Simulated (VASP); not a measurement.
Write the native input for VASP 6.6.1 that does the following.

| Property | Result |
| --- | --- |
| Task | single point |
| Functional | PBE |
| Potentials or basis | VASP PAW PBE potentials, release 64 (Ge_d) |
| Cutoff | 520 eV |
| k mesh | 18 × 18 × 17 |
| Occupations | fermi-dirac, width 0.05 eV |
| Spin | no spin polarisation |
| Dipole correction | no |
| Further INCAR settings | ALGO = Normal; EDIFF = 1e-06; NBANDS = 13 |

The structure of Ge lies in POSCAR:

```
Ge
1.0
    2.4326053143      0.0000000000      0.0000000000
   -1.2163026572      2.1066979996      0.0000000000
    0.0000000000      0.0000000000      2.2678477430
Ge
1
Direct
    0.0000000000      0.0000000000      0.0000000000
```

This isn't the form of Ge at room conditions, which is diamond.

These files were run (other wordings do the same):

INCAR

```
SYSTEM = Ge
PREC = Accurate ; ENCUT = 520
EDIFF = 1E-6 ; ISMEAR = -1
SIGMA = 0.05 ; LREAL = .False.
LASPH = .True. ; NELM = 60
ALGO = Normal ; ISIF = 2
LWAVE = .False. ; LCHARG = .False.
GGA = PE ; NBANDS = 13
```

KPOINTS

```
Automatic mesh
0
Gamma
  18 18 17
  0 0 0
```

Potentials or basis: VASP PAW PBE potentials, release 64 (Ge_d).

The run is started by

```console
$ cat potpaw_PBE.64/Ge_d/POTCAR > POTCAR
$ mpirun -np 1 vasp_std > vasp.out
```

It gave:

* Pressure: 110.3 GPa
* Band gap on the k mesh: zero (bands 7 and 8 overlap by 16.05 eV)

Caveat: the cell stands under pressure.

Wall time 60 s on 1 thread of Intel Xeon 8259CL, on a shared host, peak memory 0.16 GiB.
